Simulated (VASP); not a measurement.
## La2HfO2: single point with PBE

Crystal: La2HfO2.

```
CELL_PARAMETERS angstrom
5.46933 0.00000 0.00000
-2.73467 4.73658 0.00000
0.00000 0.00000 4.42718
ATOMIC_POSITIONS crystal
La 0.33333 0.66667 0.50000
La 0.66667 0.33333 0.50000
Hf 0.00000 0.00000 0.00000
O 0.33333 0.66667 0.00000
O 0.66667 0.33333 0.00000
```

The cell was generated, and may not be a known phase.

- Program: VASP 6.6.1
- Task: single point
- Functional: PBE
- Potentials or basis: VASP PAW PBE potentials, release 64 (La, Hf_pv, O)
- Cutoff: 520 eV
- k mesh: 6 × 6 × 4
- Occupations: gaussian, width 0.1 eV
- Spin: no spin polarisation
- Dipole correction: no
- Further INCAR settings: ALGO = Normal; EDIFF = 1e-06; NBANDS = 30

```yaml
Pressure: -0.1 GPa
Band_gap_on_the_k_mesh: zero (bands 22 and 23 overlap by 0.91 eV)
```

Stress tensor (GPa, compression positive):
```
-0.01  0.00  0.00
 0.00 -0.01  0.00
 0.00  0.00 -0.22
```

Levels at points of the mesh, in eV from the Fermi level:
| k point | band 18 | band 19 | band 20 | band 21 | band 22 | band 23 | band 24 | band 25 | band 26 | band 27 |
| --- | --- | --- | --- | --- | --- | --- | --- | --- | --- | --- |
| (0.00, 0.00, 0.00) | -3.08 | -1.83 | -1.63 | 0.33 | 0.33 | 0.65 | 0.89 | 0.89 | 1.26 | 1.26 |
| (0.50, 0.00, 0.00) | -2.32 | -1.77 | -1.71 | -0.31 | -0.10 | 0.10 | 0.41 | 0.57 | 0.94 | 1.10 |
| (0.00, 0.00, 0.50) | -3.61 | -3.61 | -1.49 | -1.08 | -0.56 | -0.56 | 1.62 | 1.62 | 2.12 | 2.16 |
| (0.50, 0.00, 0.50) | -3.78 | -3.45 | -0.97 | -0.68 | -0.62 | 0.42 | 0.64 | 1.28 | 1.97 | 1.99 |

Wall time 2.1 min on 1 thread of Intel(R) Xeon(R) Platinum 8259CL CPU @ 2.50GHz (Skylake/Cascade Lake) (shared host), peak memory 0.29 GiB.

Caveat: spin-orbit coupling is left out, which moves the levels of the heavy elements.
